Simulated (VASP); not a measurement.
Write the native input for VASP 6.6.1 that does the following.

```
Task                   : single point
Functional             : PBE
Potentials or basis    : VASP PAW PBE potentials, release 64 (Si, C)
Cutoff                 : 520 eV
k mesh                 : 4 × 4 × 1
Occupations            : gaussian, width 0.05 eV
Spin                   : collinear spin
Starting moments       : [0.0, 0.0, 0.0, 0.0, 0.0, 0.0, 0.0, 0.0, 0.0, 0.0, 0.0, 0.0, 0.0, 0.0, 0.0, 0.0, 2.0] μB
Dipole correction      : yes
Further INCAR settings : LREAL = Auto; ALGO = Fast; EDIFF = 1e-06; NBANDS = 52
```

The structure of Si16C lies in POSCAR:

```
Si16C
1.0
    7.7021643869      0.0000000000      0.0000000000
    0.0000000000      6.3646811531      0.0000000000
    0.0000000000      0.0000000000     19.7525434939
Si C
16 1
Direct
    0.0000000000      0.9370679262      0.2025055660
    0.5000000000      0.9370679262      0.2025055660
    0.0000000000      0.5629320738      0.2025055660
    0.5000000000      0.5629320738      0.2025055660
    0.2500000000      0.4370679262      0.2587875163
    0.7500000000      0.4370679262      0.2587875163
    0.2500000000      0.0629320738      0.2587875163
    0.7500000000      0.0629320738      0.2587875163
    0.2500000000      0.9333044689      0.3720589473
    0.7500000000      0.9333044689      0.3720589473
    0.2500000000      0.5666955311      0.3720589473
    0.7500000000      0.5666955311      0.3720589473
    0.0000000000      0.4259907553      0.4177964978
    0.5000000000      0.4259907553      0.4177964978
    0.0000000000      0.0740092447      0.4177964978
    0.5000000000      0.0740092447      0.4177964978
    0.2500000000      1.0926574220      0.4515830574
```

One way to write it, as run:

INCAR

```
SYSTEM = Si16C
  ALGO = Fast
  DIPOL = 0.5 0.5 0.321
  EDIFF = 1E-6
  ENCUT = 520
  GGA = PE
  IDIPOL = 3
  ISIF = 2
  ISMEAR = 0
  ISPIN = 2
  LASPH = .TRUE.
  LCHARG = .FALSE.
  LDIPOL = .TRUE.
  LORBIT = 11
  LREAL = Auto
  LWAVE = .FALSE.
  MAGMOM = 0 0 0 0 0 0 0 0 0 0 0 0 0 0 0 0 2
  NBANDS = 52
  NELM = 150
  PREC = Accurate
  SIGMA = 0.05
```

KPOINTS

```
k-points
0
G
  4 4 1
  0 0 0
```

Potentials or basis: VASP PAW PBE potentials, release 64 (Si, C).

Run with:

```console
$ cat potpaw_PBE.64/Si/POTCAR potpaw_PBE.64/C/POTCAR > POTCAR
$ mpirun -np 1 vasp_std > vasp.out
```

It gave:

- Largest force: 2.292 eV/Å
- Band gap on the k mesh: zero (filled and empty bands overlap)
- Net moment: 0.02 μB per cell
- Valence electrons inside the program's atomic spheres: Si 1.63, 1.65, 1.72, 1.69, 1.68 (each value once); C 2.26

It took 57 min on 1 thread of AMD EPYC 9755 128-Core Processor, with other jobs on the host, peak memory 1.5 GiB.
